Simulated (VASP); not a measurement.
# ZnSe (F-43m) in VASP: G0W0 quasiparticle levels with PBEsol

Aim: the G0W0 quasiparticle levels of ZnSe with PBEsol.

Everything below comes from runs of VASP 6.6.1. Logs are shortened: lines on timing, memory, paths and dates and some standing lists are left out, and cuts for length are marked.

## Step 1: The cell of the first run

Symmetry: F-43m, No. 216, cubic system. Conventional cell: a = 5.668 Å, b = 5.668 Å, c = 5.668 Å, α = 90.00°, β = 90.00°, γ = 90.00°. Within 3.2 Å of Zn (site symmetry -43m) lie 4 Se at 2.45 Å. Within 3.2 Å of Se (site symmetry -43m) lie 4 Zn at 2.45 Å.

## Step 2: G0W0 quasiparticle levels, PBEsol

File POSCAR:

```
ZnSe
1.0
    0.0000000000      2.8338000000      2.8338000000
    2.8338000000      0.0000000000      2.8338000000
    2.8338000000      2.8338000000      0.0000000000
Zn Se
1 1
Direct
    0.0000000000      0.0000000000      0.0000000000
    0.2500000000      0.2500000000      0.2500000000
```

File INCAR.step1:

```
SYSTEM = ZnSe
PREC = Accurate
ENCUT = 500
EDIFF = 1E-8
ISMEAR = 0
SIGMA = 0.01
LREAL = .FALSE.
LASPH = .TRUE.
NELM = 60
ALGO = Normal
LWAVE = .TRUE.
LCHARG = .FALSE.
GGA = PS
```

File INCAR.step2:

```
SYSTEM = ZnSe
PREC = Accurate
ENCUT = 500
EDIFF = 1E-8
ISMEAR = 0
SIGMA = 0.01
LREAL = .FALSE.
LASPH = .TRUE.
NELM = 1
ALGO = Exact
LWAVE = .TRUE.
LCHARG = .FALSE.
GGA = PS
NBANDS = 53
LOPTICS = .TRUE.
ISTART = 1
```

File INCAR.step3:

```
SYSTEM = ZnSe
PREC = Accurate
ENCUT = 500
EDIFF = 1E-8
ISMEAR = 0
SIGMA = 0.01
LREAL = .FALSE.
LASPH = .TRUE.
ALGO = EVGW0
LWAVE = .FALSE.
LCHARG = .FALSE.
GGA = PS
NELMGW = 1
NBANDS = 53
ENCUTGW = 80.0
NOMEGA = 48
PRECFOCK = Fast
ISTART = 1
NBANDSGW = 17
```

File KPOINTS:

```
Automatic mesh
0
G
  4 4 4
  0 0 0
```

Potentials or basis: VASP PAW PBE potentials, release 64 (Zn_GW, Se_GW).

Command:

```
cat potpaw_PBE.64/Zn_GW/POTCAR potpaw_PBE.64/Se_GW/POTCAR > POTCAR
cp INCAR.step1 INCAR
mpirun -np 1 vasp_std > vasp.out
cp INCAR.step2 INCAR
mpirun -np 1 vasp_std > vasp.out
cp INCAR.step3 INCAR
mpirun -np 1 vasp_std > vasp.out
```

OUTCAR:

```text
SYSTEM = ZnSe
   PREC = Accurate
   ENCUT = 500
   EDIFF = 1E-8
   ISMEAR = 0
   LREAL = .FALSE.
   LASPH = .TRUE.
   GGA = PS
   NELMGW = 1
   ENCUTGW = 80.0
   PRECFOCK = Fast
   ISTART = 1

 ion  position               nearest neighbor table
   1  0.000  0.000  0.000-   2 2.45   2 2.45   2 2.45   2 2.45
   2  0.250  0.250  0.250-   1 2.45   1 2.45   1 2.45   1 2.45

  LATTYP: Found a face centered cubic cell.
 ALAT       =     5.6676000000

  Lattice vectors:

 A1 = (   0.0000000000,   2.8338000000,   2.8338000000)
 A2 = (   2.8338000000,   0.0000000000,   2.8338000000)
 A3 = (   2.8338000000,   2.8338000000,   0.0000000000)

Analysis of symmetry for initial positions (statically):
=====================================================================
 Subroutine PRICEL returns:
 Original cell was already a primitive cell.

 Routine SETGRP: Setting up the symmetry group for a
 face centered cubic supercell.

 Subroutine GETGRP returns: Found 24 space group operations
 (whereof 24 operations were pure point group operations)
 out of a pool of 48 trial point group operations.

The static configuration has the point symmetry T_d .

Analysis of symmetry for dynamics (positions and initial velocities):
=====================================================================
 Subroutine PRICEL returns:
 Original cell was already a primitive cell.

 Routine SETGRP: Setting up the symmetry group for a
 face centered cubic supercell.

 Subroutine GETGRP returns: Found 24 space group operations
 (whereof 24 operations were pure point group operations)
 out of a pool of 48 trial point group operations.

The dynamic configuration has the point symmetry T_d .

 Subroutine INISYM returns: Found 24 space group operations
 (whereof 24 operations are pure point group operations),
 and found     1 'primitive' translations

----------------------------------------------------------------------------------------

                                     Primitive cell

  volume of cell :      45.5132

  direct lattice vectors                    reciprocal lattice vectors
     0.000000000  2.833800000  2.833800000    -0.176441527  0.176441527  0.176441527
     2.833800000  0.000000000  2.833800000     0.176441527 -0.176441527  0.176441527
     2.833800000  2.833800000  0.000000000     0.176441527  0.176441527 -0.176441527

  length of vectors
     4.007598393  4.007598393  4.007598393     0.305605690  0.305605690  0.305605690

  position of ions in fractional coordinates (direct lattice)
     0.000000000  0.000000000  0.000000000
     0.250000000  0.250000000  0.250000000

  ion indices of the primitive-cell ions
   primitive index   ion index
                 1           1
                 2           2

----------------------------------------------------------------------------------------

 KPOINTS: Automatic mesh

Automatic generation of k-mesh.
 Grid dimensions read from file:
 generate k-points for:    4    4    4

 Generating k-lattice:

  Cartesian coordinates                     Fractional coordinates (reciprocal lattice)
    -0.044110382  0.044110382  0.044110382     0.250000000  0.000000000  0.000000000
     0.044110382 -0.044110382  0.044110382     0.000000000  0.250000000  0.000000000
     0.044110382  0.044110382 -0.044110382     0.000000000  0.000000000  0.250000000

  Length of vectors
     0.076401422  0.076401422  0.076401422

  Shift w.r.t. Gamma in fractional coordinates (k-lattice)
     0.000000000  0.000000000  0.000000000

 Subroutine IBZKPT returns following result:
 ===========================================

 Found      8 irreducible k-points:

 Following reciprocal coordinates:
            Coordinates               Weight
  0.000000  0.000000  0.000000      1.000000
  0.250000  0.000000  0.000000      8.000000
  0.500000  0.000000  0.000000      4.000000
  0.250000  0.250000  0.000000      6.000000
  0.500000  0.250000  0.000000     24.000000
 -0.250000  0.250000  0.000000     12.000000
  0.500000  0.500000  0.000000      3.000000
 -0.250000  0.500000  0.250000      6.000000
   k-points           NKPTS =      8   k-points in BZ     NKDIM =     64   number of bands    NBANDS=     53
   number of dos      NEDOS =    301   number of ions     NIONS =      2
   total plane-waves  NPLWV =  27000
   dimension x,y,z NGX =    30 NGY =   30 NGZ =   30
   dimension x,y,z NGXF=    60 NGYF=   60 NGZF=   60
   ions per type =               1   1
   NGX,Y,Z   is equivalent  to a cutoff of  12.44, 12.44, 12.44 a.u.
   NGXF,Y,Z  is equivalent  to a cutoff of  24.89, 24.89, 24.89 a.u.
 SYSTEM =  ZnSe
   PREC   = accura    normal or accurate (medium, high low for compatibility)
   ISTART =      1    job   : 0-new  1-cont  2-samecut
   ICHARG =      0    charge: 1-file 2-atom 10-const
   ISPIN  =      1    spin polarized calculation?
   LNONCOLLINEAR =      F non collinear calculations
   LSORBIT =      F    spin-orbit coupling
   LASPH  =      T    aspherical Exc in radial PAW
   ENCUT  =  500.0 eV  36.75 Ry    6.06 a.u.   7.31  7.31  7.31*2*pi/ulx,y,z
   NELM   =     60;   NELMIN=  2; NELMDL=  0     # of ELM steps
   EDIFF  = 0.1E-07   stopping-criterion for ELM
   LREAL  =      F    real-space projection
   EDIFFG = 0.1E-06   stopping-criterion for IOM
   NSW    =      0    number of steps for IOM
   IBRION =     -1    ionic relax: 0-MD 1-quasi-New 2-CG
   NFREE  =      0    steps in history (QN), initial steepest desc. (CG)
   ISIF   =      0    stress and relaxation
   ISYM   =      3    0-nonsym 1-usesym 2-fastsym
   POTIM  = 0.5000    time-step for ionic-motion
   TEBEG  =    0.0;   TEEND  =   0.0 temperature during run
   PSTRESS=    0.0 pullay stress
   NELECT =      18.0000    total number of electrons
   NUPDOWN=      -1.0000    fix difference up-down
   EMIN   =  10.00;   EMAX   =-10.00  energy-range for DOS
   EFERMI =   0.00;   METHOD = LEGACY
   ISMEAR =     0;   SIGMA  =   0.01  broadening in eV -4-tet -1-fermi 0-gaus
   EFERMI_NEDOS =   21; number of points for ismear=-14 and -15
   IALGO  =     38    algorithm
   IMIX   =      4    mixing-type and parameters
     AMIX     =   0.40;   BMIX     =  1.00
     AMIX_MAG =   1.60;   BMIX_MAG =  1.00
  volume/ion in A,a.u.               =      22.76       153.57
  Fermi-wavevector in a.u.,A,eV,Ry     =   1.201673  2.270834 19.647073  1.444019
  Thomas-Fermi vector in A             =   2.337476
   LORBIT       =      0    0 simple, 1 ext, 2 COOP (PROOUT), +10 PAW based schemes
   GGA     = PS    functional components
   LHFCALC =     T    Hartree Fock is set to
   PRECFOCK=fast      Normal, Fast or Accurate (Low or Medium for compatibility)
   ENCUT4O =  -1.0   cutoff for four orbital integrals eV
   NKREDX  =     1    reduce k-point grid by
   NKREDY  =     1    reduce k-point grid by
   NKREDZ  =     1    reduce k-point grid by
   AEXX    =    1.0000 exact exchange contribution
   HFSCREEN=    0.0000 screening length (either q_TF or 0.3 A-1)
   HFSCREENC=   0.0000 screening length for correlation (either q_TF or 0.3 A-1)
   ENCUTFOCK=  -1.0 apply spherical cutoff to Coloumb kernel
   IVDW    =     0    specifies the selected vdW correction
   LEPSILON=     F    determine dielectric tensor
   LRPA    =     F    only Hartree local field effects (RPA)
   LRPAFORCE           =     F    calculate RPA forces
   ENCUTGW             =  80.0    cutoff for response function in eV
   ENCUTGWSOFT         =  64.0    soft cutoff for Coulomb kernel in GW response function in eV
   ENCUTLF             =  -1.0    cutoff for local field effects
   NELMGW              =     1    number of iterations in solving QP/BSE equation
   NELMHF              =     1    number of iterations in the inner HF iteration
   NKREDLFX            =     1    NKREDLFY  =   1   NKREDLFZ  =   1
 non-spin polarized calculation
 Gauss-broadening in eV      SIGMA  =   0.01
  energy-cutoff  :      500.00
  volume of cell :       45.51
 maximum number of plane-waves:      1174
 NGX is ok and might be reduce to    30
  NGX = 18; NGY = 18; NGZ = 18
   NGX = 15   NGY = 15   NGZ = 15
 maximum number of plane-waves:        80
 NGX is ok and might be reduce to    14

 QP shifts <psi_nk| G(iteration)W_0 |psi_nk>: iteration 1
 for sc-GW calculations column KS-energies equals QP-energies in previous step
 and V_xc(KS)=  KS-energies - (<T + V_ion + V_H > + <T+V_H+V_ion>^1  + <V_x>^1)

 k-point   1 :       0.0000    0.0000    0.0000
  band No.  KS-energies  QP-energies   sigma(KS)   V_xc(KS)     V^pw_x(r,r')   Z            occupation Imag(sigma)

      1     -10.7290     -10.8955     -12.6507     -12.3936     -19.8193       0.6472       2.0000       1.1284
      2      -4.0272      -5.9515     -22.5470     -19.6701     -30.8171       0.6689       2.0000       0.2162
      3      -4.0272      -5.9515     -22.5470     -19.6701     -30.8171       0.6689       2.0000       0.2162
      4      -4.0272      -5.9515     -22.5470     -19.6701     -30.8171       0.6689       2.0000       0.2162
      5      -3.6579      -5.7438     -23.5590     -20.4754     -32.0207       0.6764       2.0000       0.1936
      6      -3.6579      -5.7438     -23.5590     -20.4754     -32.0207       0.6764       2.0000       0.1936
[... 9 lines left out ...]
     16      13.9598      14.4872      -9.7439     -10.4486      -5.0087       0.7483       0.0000      -0.2863
     17      15.4261      15.6914      -7.5197      -7.8754      -2.2723       0.7460       0.0000      -0.4093

 k-point   2 :       0.2500    0.0000    0.0000
  band No.  KS-energies  QP-energies   sigma(KS)   V_xc(KS)     V^pw_x(r,r')   Z            occupation Imag(sigma)

      1     -10.3618     -10.5283     -12.8883     -12.6339     -19.9350       0.6548       2.0000       1.0948
      2      -3.9767      -5.9186     -22.6637     -19.7679     -30.9530       0.6706       2.0000       0.2149
      3      -3.9767      -5.9186     -22.6637     -19.7679     -30.9530       0.6706       2.0000       0.2149
      4      -3.9691      -5.8205     -21.8558     -19.1027     -29.8513       0.6725       2.0000       0.2224
      5      -3.6581      -5.7407     -23.5542     -20.4720     -32.0196       0.6757       2.0000       0.1943
      6      -3.6581      -5.7407     -23.5542     -20.4720     -32.0196       0.6757       2.0000       0.1943
[... 9 lines left out ...]
     16      13.0498      13.3343      -7.2756      -7.6541      -2.2368       0.7516       0.0000      -0.3054
     17      16.3445      16.9029      -8.3467      -9.0906      -2.8433       0.7506       0.0000      -0.5661

 k-point   3 :       0.5000    0.0000    0.0000
  band No.  KS-energies  QP-energies   sigma(KS)   V_xc(KS)     V^pw_x(r,r')   Z            occupation Imag(sigma)

      1      -9.9272     -10.0853     -13.2431     -13.0060     -20.1796       0.6668       2.0000       1.0449
      2      -3.9402      -5.8961     -22.7408     -19.8296     -31.0408       0.6719       2.0000       0.2131
      3      -3.9402      -5.8961     -22.7408     -19.8296     -31.0408       0.6719       2.0000       0.2131
      4      -3.6396      -5.7264     -23.6179     -20.5295     -32.1046       0.6757       2.0000       0.1952
      5      -3.6396      -5.7264     -23.6179     -20.5295     -32.1046       0.6757       2.0000       0.1952
      6      -3.4991      -5.5452     -23.4244     -20.3959     -31.8300       0.6756       2.0000       0.2051
[... 9 lines left out ...]
     16      15.5580      16.1769      -9.2563     -10.0794      -3.9450       0.7519       0.0000      -0.4854
     17      16.6141      17.4399      -9.2835     -10.3773      -3.7363       0.7550       0.0000      -0.6590

 k-point   4 :       0.2500    0.2500    0.0000
  band No.  KS-energies  QP-energies   sigma(KS)   V_xc(KS)     V^pw_x(r,r')   Z            occupation Imag(sigma)

      1     -10.2384     -10.4039     -12.9683     -12.7171     -19.9779       0.6589       2.0000       1.0863
      2      -4.0426      -5.8508     -21.5318     -18.8364     -29.4389       0.6709       2.0000       0.2256
      3      -3.9166      -5.8797     -22.8024     -19.8833     -31.1161       0.6726       2.0000       0.2138
      4      -3.9166      -5.8797     -22.8024     -19.8833     -31.1161       0.6726       2.0000       0.2138
      5      -3.6846      -5.7469     -23.4093     -20.3509     -31.8408       0.6743       2.0000       0.1969
      6      -3.6339      -5.7243     -23.6197     -20.5288     -32.0989       0.6763       2.0000       0.1933
[... 37 lines left out ...]
      2      -3.9295      -5.8757     -22.6171     -19.7236     -30.8672       0.6726       2.0000       0.2144
      3      -3.9101      -5.8766     -22.8333     -19.9118     -31.1537       0.6731       2.0000       0.2131
      4      -3.7774      -5.6485     -21.9430     -19.1703     -29.8973       0.6748       2.0000       0.2170
      5      -3.6704      -5.7462     -23.5123     -20.4359     -31.9737       0.6748       2.0000       0.1954
      6      -3.6087      -5.6525     -23.3372     -20.3185     -31.7089       0.6770       2.0000       0.2001
[... 9 lines left out ...]
     16      16.5143      17.1300      -9.0829      -9.9004      -3.6167       0.7532       0.0000      -0.6104
     17      16.9966      17.4770      -8.1816      -8.8172      -2.8548       0.7557       0.0000      -0.5377

 k-point   7 :       0.5000    0.5000    0.0000
  band No.  KS-energies  QP-energies   sigma(KS)   V_xc(KS)     V^pw_x(r,r')   Z            occupation Imag(sigma)

      1      -9.6550      -9.8021     -13.4514     -13.2343     -20.3358       0.6778       2.0000       1.0237
      2      -4.0035      -5.7493     -20.8933     -18.3034     -28.5467       0.6741       2.0000       0.2300
      3      -3.7740      -5.7923     -23.2588     -20.2641     -31.6765       0.6740       2.0000       0.2094
      4      -3.7740      -5.7923     -23.2588     -20.2641     -31.6765       0.6740       2.0000       0.2094
      5      -3.6095      -5.7102     -23.6794     -20.5820     -32.1751       0.6782       2.0000       0.1931
      6      -3.4797      -5.4977     -23.1589     -20.1794     -31.4750       0.6773       2.0000       0.2067
[... 9 lines left out ...]
     16      16.8812      17.4738      -9.6656     -10.4511      -4.4451       0.7544       0.0000      -0.5610
     17      16.8812      17.4738      -9.6656     -10.4511      -4.4451       0.7544       0.0000      -0.5610

 k-point   8 :      -0.2500    0.5000    0.2500
  band No.  KS-energies  QP-energies   sigma(KS)   V_xc(KS)     V^pw_x(r,r')   Z            occupation Imag(sigma)

      1      -9.6498      -9.7946     -13.4644     -13.2492     -20.3571       0.6730       2.0000       1.0132
      2      -3.9127      -5.8304     -22.3349     -19.4906     -30.4690       0.6742       2.0000       0.2153
      3      -3.8207      -5.8422     -23.2118     -20.2097     -31.6440       0.6733       2.0000       0.2097
      4      -3.6915      -5.6988     -23.0436     -20.0646     -31.3391       0.6738       2.0000       0.1998
      5      -3.6880      -5.7629     -23.5405     -20.4655     -32.0316       0.6748       2.0000       0.2010
      6      -3.3550      -5.4088     -23.5649     -20.5452     -31.9546       0.6801       2.0000       0.2040
[... 9 lines left out ...]
     16      16.4795      16.9244      -8.8181      -9.4114      -3.4193       0.7499       0.0000      -0.5853
     17      17.1234      17.8748      -9.3982     -10.4056      -3.9065       0.7459       0.0000      -0.5960
```

Run time: 56 s. Hardware: 1 thread of Intel Xeon 6975P-C (Granite Rapids), shared host; peak memory 0.43 GiB.

Results:

```yaml
Quasiparticle_gap: 2.36 eV
Least_direct_quasiparticle_gap: 2.36 eV
Band_gap_of_the_starting_levels_on_the_mesh: 1.14 eV
Least_direct_gap_of_the_starting_levels_on_the_mesh: 1.14 eV
```

Caveat: the k points lie up to 0.48 Å⁻¹ apart; bands, screening cutoff and mesh are small and nothing is extrapolated, so the quasiparticle values aren't converged.
